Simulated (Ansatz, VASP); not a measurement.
Two plane-wave programs on Pt

INCAR

```
PREC = Accurate ; ENCUT = 520
EDIFF = 1E-6 ; ISMEAR = 0
SIGMA = 0.15 ; LREAL = F
LASPH = T ; NELM = 80
ALGO = Fast ; ISIF = 2
LWAVE = F ; LCHARG = T
GGA = PS ; LELF = T
LVHAR = T ; NBANDS = 11
```

The input KPOINTS:

```
regular mesh
0
Gamma
  22 22 22
```

Contents of POSCAR:

```
Pt
1.0
   -1.5366934000      1.5366934000      1.6317466000
    1.5366934000     -1.5366934000      1.6317466000
    1.5366934000      1.5366934000     -1.6317466000
Pt
1
Direct
    0.0000000000      0.0000000000      0.0000000000
```

Input for Ansatz:

```yaml
crystal:
  lattice:
    - [-1.5366934, 1.5366934, 1.6317466]
    - [1.5366934, -1.5366934, 1.6317466]
    - [1.5366934, 1.5366934, -1.6317466]
  atoms:
    - { symbol: Pt, position: [0.0, 0.0, 0.0] }
basis:
  ecutwfc: 420
kpoints:
  mp_grid: { grid: [22, 22, 22] }
hamiltonian:
  xc: pbesol
scf:
  occupations: { method: gaussian, width: 0.15 }
output:
  forces: true
  stress: true
  eigenvalues: true
```

Change from the starting cell: strain -0.030 along x and y, +0.030 along z, atoms carried along.

Alike in both runs: task single point; functional PBEsol; k mesh 22 × 22 × 22; occupations gaussian, width 0.15 eV; no spin polarisation.

|  | VASP | Ansatz |
| --- | --- | --- |
| version | VASP 6.6.1 | Ansatz 0.2.0 |
| potentials or method | VASP PAW PBE potentials, release 64 (Pt), cutoff 520 eV | scalar-relativistic, plane waves, PAW |
| valence electrons in the cell | 10 | 18 |

|  | VASP | Ansatz | Ansatz less VASP |
| --- | --- | --- | --- |
| gap on the k mesh at the Fermi level (eV) | none | none | - |
| pressure (GPa) | -4.2 | -3.8 | +0.38 |
| traceless stress, the component that is largest in VASP (GPa) | 3.43 | 3.43 | -0.001 |

VASP's potentials were made for PBE, not for PBEsol. A gap of «none» marks a metal or a gap that the smearing closes. VASP's potentials hold 10 valence electrons a cell and Ansatz's 18, so a difference there can come from the potentials and not from the codes.

Neither program's run includes spin-orbit coupling.
